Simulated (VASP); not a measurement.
**PbS: single point with LDA**

Slab: PbS, a slab with vacuum.

```xyz
4
Lattice="2.9405 -2.9000 0.0000 2.9405 2.9000 0.0000 -1.0801 0.0000 11.7093" Properties=species:S:1:pos:R:3 pbc="T T T"
Pb    3.8740    0.0000    7.4516
Pb    0.9270    0.0000    4.2577
S     0.9319    0.0000    7.0092
S     3.8690    0.0000    4.7001
```

```json
{
 "Program": "VASP 6.6.1",
 "Task": "single point",
 "Functional": "LDA",
 "Potentials or basis": "VASP PAW LDA potentials, release 64 (Pb_d, S)",
 "Cutoff": "520 eV",
 "k mesh": "6 × 6 × 2",
 "Occupations": "gaussian, width 0.01 eV",
 "Spin": "no spin polarisation"
}
```

- Largest force: 0.812 eV/Å
- Band gap on the k mesh: 1.17 eV, direct

Forces on the atoms (eV/Å):
```
Pb  -0.001  0.000 -0.812
Pb   0.001  0.000  0.812
S   -0.004  0.000 -0.265
S    0.004  0.000  0.265
```

Levels at points of the mesh, in eV from the valence-band top:
| k point | band 16 | band 17 | band 18 | band 19 | band 20 | band 21 | band 22 | band 23 | band 24 | band 25 |
| --- | --- | --- | --- | --- | --- | --- | --- | --- | --- | --- |
| (0.00, 0.00, 0.00) | -2.60 | -2.45 | -1.47 | -1.35 | 0.00 | 1.27 | 3.17 | 4.83 | 5.06 | 5.31 |
| (0.50, 0.00, 0.00) | -1.96 | -1.01 | -1.01 | -0.38 | -0.38 | 1.95 | 1.95 | 3.01 | 3.01 | 3.28 |
| (0.50, 0.50, 0.00) | -4.32 | -2.99 | -2.96 | -1.56 | -1.45 | 3.62 | 3.74 | 4.49 | 4.56 | 4.57 |
| (0.00, 0.00, 0.50) | -2.60 | -2.45 | -1.47 | -1.35 | 0.00 | 1.17 | 3.79 | 4.63 | 4.83 | 5.06 |
| (0.50, 0.00, 0.50) | -1.96 | -1.01 | -1.01 | -0.38 | -0.38 | 1.95 | 1.95 | 3.01 | 3.01 | 3.25 |
| (0.50, 0.50, 0.50) | -4.32 | -2.99 | -2.96 | -1.56 | -1.45 | 3.62 | 3.72 | 4.50 | 4.55 | 4.60 |

Wall time 2.2 min on 1 thread of Intel(R) Xeon(R) Platinum 8259CL CPU @ 2.50GHz (Skylake/Cascade Lake), on a shared host, peak memory 0.3 GiB.

Caveat: spin-orbit coupling is left out, which moves the levels of the heavy elements.
